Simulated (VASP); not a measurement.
# Tl (P6_3/mmc) in VASP: further runs

The runs below take Tl through phonons, elastic constants, equation of state, with BLYP+D3(BJ), PBEsol.

All numbers are computed with VASP 6.6.1; they aren't measurements. Logs are shortened: lines on timing, memory, paths and dates and some standing lists are left out, and cuts for length are marked.

**1. The cell of the first run**

The structure is hexagonal, space group P6_3/mmc (No. 194). The conventional cell has a = 3.456 Å, b = 3.456 Å, c = 5.525 Å, α = 90.00°, β = 90.00°, γ = 120.00°. Within 4.5 Å of Tl (site symmetry -6m2) lie 12 Tl at 3.41 to 3.46 Å.

**2. Phonons, BLYP+D3(BJ)**

INCAR

```
AGGAC = 1.0
AGGAX = 1.0
ALDAC = 0.0
ALDAX = 1.0
ALGO = Normal
EDIFF = 1E-8
ENCUT = 500
GGA = B5
GGA_COMPAT = F
IBRION = 6
ISIF = 2
ISMEAR = -1
IVDW = 12
LASPH = T
LCHARG = T
LREAL = F
LWAVE = F
NBANDS = 20
NELM = 120
NFREE = 2
NSW = 1
POTIM = 0.015
PREC = Accurate
SIGMA = 0.05
VDW_A1 = 0.4298
VDW_A2 = 4.2359
VDW_S6 = 1.0
VDW_S8 = 2.6996
```

KPOINTS

```
k-points
0
Gamma
  6 6 4
```

POSCAR

```
Tl
1.0
    3.4560000000      0.0000000000      0.0000000000
   -1.7280000000      2.9929837955      0.0000000000
    0.0000000000      0.0000000000      5.5250000000
Tl
2
Direct
    0.6666666667      0.3333333333      0.7500000000
    0.3333333333      0.6666666667      0.2500000000
```

Potentials or basis: VASP PAW PBE potentials, release 64 (Tl_d).

On the command line:

```bash
$ cat potpaw_PBE.64/Tl_d/POTCAR > POTCAR
$ mpirun -np 1 vasp_std > vasp.out
```

OUTCAR:

```text
EDIFF = 1E-8
   ENCUT = 500
   GGA = B5
   IBRION = 6
   ISIF = 2
   ISMEAR = -1
   IVDW = 12
   LASPH = T
   LREAL = F
   NELM = 120
   NFREE = 2
   NSW = 1
   POTIM = 0.015
   PREC = Accurate
 IVDW          = 12

 ion  position               nearest neighbor table
   1  0.667  0.333  0.750-   2 3.41   2 3.41   2 3.41   2 3.41   2 3.41   2 3.41
   2  0.333  0.667  0.250-   1 3.41   1 3.41   1 3.41   1 3.41   1 3.41   1 3.41

  LATTYP: Found a hexagonal cell.
 ALAT       =     3.4560000000
 C/A-ratio  =     1.5986689815

  Lattice vectors:

 A1 = (   3.4560000000,   0.0000000000,   0.0000000000)
 A2 = (  -1.7280000000,   2.9929837955,   0.0000000000)
 A3 = (   0.0000000000,   0.0000000000,   5.5250000000)

Analysis of symmetry for initial positions (statically):
=====================================================================
 Subroutine PRICEL returns:
 Original cell was already a primitive cell.

 Routine SETGRP: Setting up the symmetry group for a
 hexagonal supercell.

 Subroutine GETGRP returns: Found 24 space group operations
 (whereof 12 operations were pure point group operations)
 out of a pool of 24 trial point group operations.

The static configuration has the point symmetry D_3d.
 The point group associated with its full space group is D_6h.

Analysis of symmetry for dynamics (positions and initial velocities):
=====================================================================
 Subroutine PRICEL returns:
 Original cell was already a primitive cell.

 Routine SETGRP: Setting up the symmetry group for a
 hexagonal supercell.

 Subroutine GETGRP returns: Found 24 space group operations
 (whereof 12 operations were pure point group operations)
 out of a pool of 24 trial point group operations.

The dynamic configuration has the point symmetry D_3d.
 The point group associated with its full space group is D_6h.

 Subroutine INISYM returns: Found 24 space group operations
 (whereof 12 operations are pure point group operations),
 and found     1 'primitive' translations

----------------------------------------------------------------------------------------

                                     Primitive cell

  volume of cell :      57.1492

  direct lattice vectors                    reciprocal lattice vectors
     3.456000000  0.000000000  0.000000000     0.289351852  0.167057370  0.000000000
    -1.728000000  2.992983795  0.000000000     0.000000000  0.334114739  0.000000000
     0.000000000  0.000000000  5.525000000     0.000000000  0.000000000  0.180995475

  length of vectors
     3.456000000  3.456000000  5.525000000     0.334114739  0.334114739  0.180995475

  position of ions in fractional coordinates (direct lattice)
     0.666666667  0.333333333  0.750000000
     0.333333333  0.666666667  0.250000000

  ion indices of the primitive-cell ions
   primitive index   ion index
                 1           1
                 2           2

----------------------------------------------------------------------------------------

 KPOINTS: k-points

Automatic generation of k-mesh.
 Grid dimensions read from file:
 generate k-points for:    6    6    4

 Generating k-lattice:

  Cartesian coordinates                     Fractional coordinates (reciprocal lattice)
     0.048225309  0.027842895  0.000000000     0.166666667 -0.000000000  0.000000000
     0.000000000  0.055685790  0.000000000     0.000000000  0.166666667  0.000000000
     0.000000000  0.000000000  0.045248869     0.000000000  0.000000000  0.250000000

  Length of vectors
     0.055685790  0.055685790  0.045248869

  Shift w.r.t. Gamma in fractional coordinates (k-lattice)
     0.000000000  0.000000000  0.000000000

 Subroutine IBZKPT returns following result:
 ===========================================

 Found     21 irreducible k-points:

 Following reciprocal coordinates:
            Coordinates               Weight
  0.000000  0.000000  0.000000      1.000000
  0.166667  0.000000  0.000000      6.000000
  0.333333  0.000000  0.000000      6.000000
  0.500000  0.000000  0.000000      3.000000
  0.166667  0.166667  0.000000      6.000000
  0.333333  0.166667  0.000000     12.000000
[... 13 lines left out ...]
  0.333333  0.166667  0.500000     12.000000
  0.333333  0.333333  0.500000      2.000000
   k-points           NKPTS =     21   k-points in BZ     NKDIM =     21   number of bands    NBANDS=     20
   number of dos      NEDOS =    301   number of ions     NIONS =      2
   total plane-waves  NPLWV =  31360
   dimension x,y,z NGX =    28 NGY =   28 NGZ =   40
   dimension x,y,z NGXF=    56 NGYF=   56 NGZF=   80
   ions per type =               2
   NGX,Y,Z   is equivalent  to a cutoff of  13.47, 13.47, 12.04 a.u.
   NGXF,Y,Z  is equivalent  to a cutoff of  26.94, 26.94, 24.07 a.u.
 SYSTEM =  unknown system
   PREC   = accura    normal or accurate (medium, high low for compatibility)
   ISTART =      0    job   : 0-new  1-cont  2-samecut
   ICHARG =      2    charge: 1-file 2-atom 10-const
   ISPIN  =      1    spin polarized calculation?
   LNONCOLLINEAR =      F non collinear calculations
   LSORBIT =      F    spin-orbit coupling
   LASPH  =      T    aspherical Exc in radial PAW
   ENCUT  =  500.0 eV  36.75 Ry    6.06 a.u.   6.30  6.30 10.07*2*pi/ulx,y,z
   NELM   =    120;   NELMIN=  2; NELMDL= -5     # of ELM steps
   EDIFF  = 0.1E-07   stopping-criterion for ELM
   LREAL  =      F    real-space projection
   EDIFFG = 0.1E-06   stopping-criterion for IOM
   NSW    =     61    number of steps for IOM
   IBRION =      6    ionic relax: 0-MD 1-quasi-New 2-CG
   NFREE  =      2    steps in history (QN), initial steepest desc. (CG)
   ISIF   =      2    stress and relaxation
   ISYM   =      2    0-nonsym 1-usesym 2-fastsym
   POTIM  = 0.0150    time-step for ionic-motion
   TEBEG  =    0.0;   TEEND  =   0.0 temperature during run
   PSTRESS=    0.0 pullay stress
   NELECT =      26.0000    total number of electrons
   NUPDOWN=      -1.0000    fix difference up-down
   EMIN   =  10.00;   EMAX   =-10.00  energy-range for DOS
   EFERMI =   0.00;   METHOD = LEGACY
   ISMEAR =    -1;   SIGMA  =   0.05  broadening in eV -4-tet -1-fermi 0-gaus
   EFERMI_NEDOS =   21; number of points for ismear=-14 and -15
   IALGO  =     38    algorithm
   IMIX   =      4    mixing-type and parameters
     AMIX     =   0.40;   BMIX     =  1.00
     AMIX_MAG =   1.60;   BMIX_MAG =  1.00
  volume/ion in A,a.u.               =      28.57       192.83
  Fermi-wavevector in a.u.,A,eV,Ry     =   1.259107  2.379366 21.569987  1.585349
  Thomas-Fermi vector in A             =   2.392683
   LORBIT       =      0    0 simple, 1 ext, 2 COOP (PROOUT), +10 PAW based schemes
   GGA     = B5    functional components
   LHFCALC =     F    Hartree Fock is set to
   AEXX    =    0.0000 exact exchange contribution
   IVDW    =    12    specifies the selected vdW correction
   LEPSILON=     F    determine dielectric tensor
   LRPA    =     F    only Hartree local field effects (RPA)
 finite differences with symmetry
 non-spin polarized calculation
  energy-cutoff  :      500.00
  volume of cell :       57.15
 maximum number of plane-waves:      1466
 NGX is ok and might be reduce to    28
   NGX = 13   NGY = 13   NGZ = 21

--------------------------------------- Ionic step        1  -------------------------------------------

 number of electron      25.9999994 magnetization

 Free energy of the ion-electron system (eV)
  ---------------------------------------------------
  ext. energy  EPLUGINS =         0.00000000
  ---------------------------------------------------
  free energy    TOTEN  =        -3.14777304 eV

  energy without entropy =       -3.13880869  energy(sigma->0) =       -3.14329087

------------------------ aborting loop because EDIFF is reached ----------------------------------------

 Edisp (eV)   -1.69479

 E8    (eV) :    -1.3488
[... 151 lines left out ...]
--------------------------------------- Ionic step        5  -------------------------------------------

 number of electron      25.9999997 magnetization

 Free energy of the ion-electron system (eV)
  ---------------------------------------------------
  ext. energy  EPLUGINS =         0.00000000
  ---------------------------------------------------
  free energy    TOTEN  =        -3.14735619 eV

  energy without entropy =       -3.13836048  energy(sigma->0) =       -3.14285833

 E-fermi :   7.1836     XC(G=0):  -9.6262

 val. band max:        7.1823345934   @ k =   0.3333   0.3333   0.2500
 cond. band min:       7.3532951034   @ k =   0.3333   0.3333   0.5000
 fundamental gap:      0.1709605100
 Fermi energy:         7.1835701343

 k-point     1 :       0.0000    0.0000    0.0000
  band No.  band energies     occupation
      1      -4.7677      2.00000
      2      -4.5420      2.00000
      3      -4.5296      2.00000
      4      -4.5296      2.00000
      5      -4.4767      2.00000
      6      -4.4767      2.00000
[... 574 lines left out ...]
  FREE ENERGIE OF THE ION-ELECTRON SYSTEM (eV)
  ---------------------------------------------------
  free  energy   TOTEN  =        -4.8421371615 eV

  energy  without entropy=       -4.8331414489  energy(sigma->0) =       -4.83763931

 INTERNAL STRAIN TENSORS FROM DISPLACED ATOMS
 ============================================

 INTERNAL STRAIN TENSOR FOR ION    1 for displacements in x,y,z  (eV/Angst):
          X           Y           Z          XY          YZ          ZX
  --------------------------------------------------------------------------------
  x     0.00000     0.00000     0.00000    -0.79442     0.00000     0.00000
  y    -0.79442     0.79442    -0.00000     0.00000     0.00000     0.00000
  z    -0.00000     0.00000     0.00000     0.00000     0.00000     0.00000

 INTERNAL STRAIN TENSOR FOR ION    2 for displacements in x,y,z  (eV/Angst):
          X           Y           Z          XY          YZ          ZX
  --------------------------------------------------------------------------------
  x     0.00000     0.00000     0.00000     0.79442     0.00000     0.00000
  y     0.79442    -0.79442     0.00000    -0.00000     0.00000     0.00000
  z     0.00000    -0.00000    -0.00000     0.00000     0.00000     0.00000

 Eigenvectors and eigenvalues of the dynamical matrix
 ----------------------------------------------------

   1 f  =    2.997203 THz    18.831980 2PiTHz   99.975920 cm-1    12.395429 meV
             X         Y         Z           dx          dy          dz
      1.728000  0.997661  4.143750     0.000000    0.000000    0.707107
     -0.000000  1.995323  1.381250    -0.000000    0.000000   -0.707107
[... 11 lines left out ...]
   4 f  =    0.000000 THz     0.000000 2PiTHz    0.000000 cm-1     0.000000 meV
             X         Y         Z           dx          dy          dz
      1.728000  0.997661  4.143750     0.000000    0.000000    0.707107
     -0.000000  1.995323  1.381250    -0.000000    0.000000    0.707107

   5 f/i=    0.156865 THz     0.985609 2PiTHz    5.232438 cm-1     0.648739 meV
             X         Y         Z           dx          dy          dz
      1.728000  0.997661  4.143750     0.707107   -0.000000   -0.000000
     -0.000000  1.995323  1.381250    -0.707107    0.000000    0.000000

   6 f/i=    0.156865 THz     0.985609 2PiTHz    5.232438 cm-1     0.648739 meV
             X         Y         Z           dx          dy          dz
      1.728000  0.997661  4.143750     0.000000    0.707107   -0.000000
     -0.000000  1.995323  1.381250     0.000000   -0.707107    0.000000

 ELASTIC MODULI CONTR FROM IONIC RELAXATION (kBar)
 Direction    XX          YY          ZZ          XY          YZ          ZX
 --------------------------------------------------------------------------------
 XX          -0.0000      0.0000      0.0000      0.0000      0.0000      0.0000
 YY           0.0000     -0.0000     -0.0000     -0.0000      0.0000      0.0000
 ZZ           0.0000     -0.0000     -0.0000     -0.0000      0.0000      0.0000
 XY           0.0000     -0.0000     -0.0000     -0.0000      0.0000      0.0000
 YZ           0.0000      0.0000      0.0000      0.0000      0.0000      0.0000
 ZX           0.0000      0.0000      0.0000      0.0000      0.0000      0.0000
 --------------------------------------------------------------------------------
```

It took 3.3 min on 1 thread of Intel Xeon Platinum 8259CL at 2.50GHz (Skylake/Cascade Lake), shared host; peak memory 0.24 GiB.

Results:

| Property | Result |
| --- | --- |
| Highest phonon frequency at Γ | 100 cm⁻¹ |
| Dispersion energy per atom | -0.847 eV |

Phonon frequencies in cm⁻¹ (negative: imaginary):
```csv
q point,frequencies
"(0.000, 0.000, 0.000)",-5 -5 0 0 0 100
```

Caveat: the cell stands under pressure or tension, which shifts response properties; three body term missing; spin-orbit coupling is left out, which moves the levels of the heavy elements.

(Part 1 of 2 ends here.)
